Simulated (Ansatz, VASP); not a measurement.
## HfC in VASP and in Ansatz

```
Hf C
1.0
     0.00000    2.28635    2.28635
     2.28635    0.00000    2.28635
     2.28635    2.28635    0.00000
Hf C
1 1
Direct
  0.50000 0.50000 0.50000
  0.00000 0.00000 0.00000
```

Alike in both runs: functional LDA; k mesh 16 × 16 × 16; occupations gaussian, width 0.1 eV; no spin polarisation.

Ansatz relaxed the structure, and its values are those at the end. VASP's run is a single point on that final structure, the one shown.

|  | VASP | Ansatz |
| --- | --- | --- |
| version | VASP 6.6.1 | Ansatz 0.2.0 |
| potentials or method | VASP PAW LDA potentials, release 64 (Hf_pv, C), cutoff 520 eV | scalar-relativistic, plane waves, PAW |
| valence electrons in the cell | 14 | 30 |

Ansatz gave:

| Property | Result |
| --- | --- |
| gap on the k mesh at the Fermi level (eV) | none |
| pressure (GPa) | 0.0 |

Q: Estimate VASP's values.

A: gap on the k mesh at the Fermi level (eV): none; pressure (GPa): 0.7.

LDA's correlation is that of Perdew and Zunger in VASP and of Perdew and Wang (1992) in Ansatz. A gap of «none» marks a metal or a gap that the smearing closes. VASP's potentials hold 14 valence electrons a cell and Ansatz's 30, so a difference there can come from the potentials and not from the codes.

Spin-orbit coupling is off throughout.
